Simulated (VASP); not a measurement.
**SiC3: single point with LDA**

Crystal: SiC3.

```
CELL_PARAMETERS angstrom
2.79640 0.00000 0.00000
0.00000 2.79640 0.00000
0.00000 0.00000 4.09004
ATOMIC_POSITIONS crystal
C 0.50000 0.00000 0.78627
C 0.50000 0.50000 0.00000
C 0.00000 0.50000 0.21373
Si 0.00000 0.00000 0.50000
```

```
Program                : VASP 6.6.1
Task                   : single point
Functional             : LDA
Potentials or basis    : VASP PAW LDA potentials, release 64 (C, Si)
Cutoff                 : 520 eV
k mesh                 : 4 × 4 × 4
Occupations            : gaussian, width 0.01 eV
Spin                   : no spin polarisation
Dipole correction      : no
Further INCAR settings : ALGO = Normal; EDIFF = 1e-07; NBANDS = 16
```

- Pressure: -6.3 GPa
- Largest force: 0.377 eV/Å
- Band gap on the k mesh: 1.55 eV, indirect (least direct gap 1.78 eV)

Forces in eV/Å, atoms in the order of the input:
```
C    0.000  0.000  0.377
C    0.000  0.000  0.000
C    0.000  0.000 -0.377
Si   0.000  0.000  0.000
```

Stress tensor (GPa, compression positive):
```
-5.85  0.00  0.00
 0.00 -5.85  0.00
 0.00  0.00 -7.17
```

Levels at points of the mesh, in eV from the valence-band top:
```tsv
k point	band 6	band 7	band 8	band 9	band 10	band 11
(0.00, 0.00, 0.00)	-0.69	0.00	0.00	1.78	2.86	4.96
(0.50, 0.00, 0.00)	-6.26	-4.02	-0.84	4.73	5.72	5.98
(0.50, 0.50, 0.00)	-5.32	-5.32	-3.87	1.55	1.55	1.91
(0.00, 0.00, 0.50)	-4.01	-1.46	-1.46	2.63	2.93	5.94
(0.50, 0.00, 0.50)	-2.72	-2.27	-0.72	3.08	5.50	6.10
(0.50, 0.50, 0.50)	-6.75	-6.75	-6.37	5.29	5.29	5.92
```

Run time: 3.8 s on 1 thread of Intel(R) Xeon(R) 6975P-C (Granite Rapids), on a shared host, peak memory 0.12 GiB.

Caveat: the k points lie up to 0.56 Å⁻¹ apart. A k mesh can miss the band edges.
